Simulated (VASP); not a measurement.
Write the native input for VASP 6.6.1 that does the following.

```
Task                   : single point
Functional             : LDA
Potentials or basis    : VASP PAW LDA potentials, release 64 (Ta_pv, Ru_pv)
Cutoff                 : 520 eV
k mesh                 : 18 × 18 × 12
Occupations            : gaussian, width 0.15 eV
Spin                   : no spin polarisation
Dipole correction      : no
Further INCAR settings : ALGO = Fast; EDIFF = 1e-07; NBANDS = 20
```

The structure of TaRu lies in POSCAR:

```
TaRu
1.0
    1.6706632200     -2.3416130000      0.0000000000
    1.6706632200      2.3416130000      0.0000000000
    0.0000000000      0.0000000000      4.1624230000
Ta Ru
1 1
Direct
    0.5000000000      0.5000000000      0.5000000000
    0.0000000000      0.0000000000      0.0000000000
```

This cell differs from its parent crystal: strain +0.0100 x Voigt [1, 0, 0, 0, 0, 0].

The input as run:

INCAR

```
SYSTEM = TaRu
ALGO = Fast
EDIFF = 1E-7
ENCUT = 520
ISIF = 2
ISMEAR = 0
LASPH = .TRUE.
LCHARG = .TRUE.
LELF = .TRUE.
LREAL = .FALSE.
LVHAR = .TRUE.
LWAVE = .FALSE.
NBANDS = 20
NELM = 100
PREC = Accurate
SIGMA = 0.15
```

KPOINTS

```
k-points
0
G
  18 18 12
  0 0 0
```

Potentials or basis: VASP PAW LDA potentials, release 64 (Ta_pv, Ru_pv).

Command:

```bash
$ cat potpaw_LDA.64/Ta_pv/POTCAR potpaw_LDA.64/Ru_pv/POTCAR > POTCAR
$ mpirun -np 1 vasp_std > vasp.out
```

Results of the run:

```json
{
 "Pressure": "-15.3 GPa"
}
```

Caveat: the cell differs from its parent crystal (strain +0.0100 x Voigt [1, 0, 0, 0, 0, 0]).

Run time: 10 min on 1 thread of Intel Xeon 8259CL (shared host), peak memory 0.49 GiB.
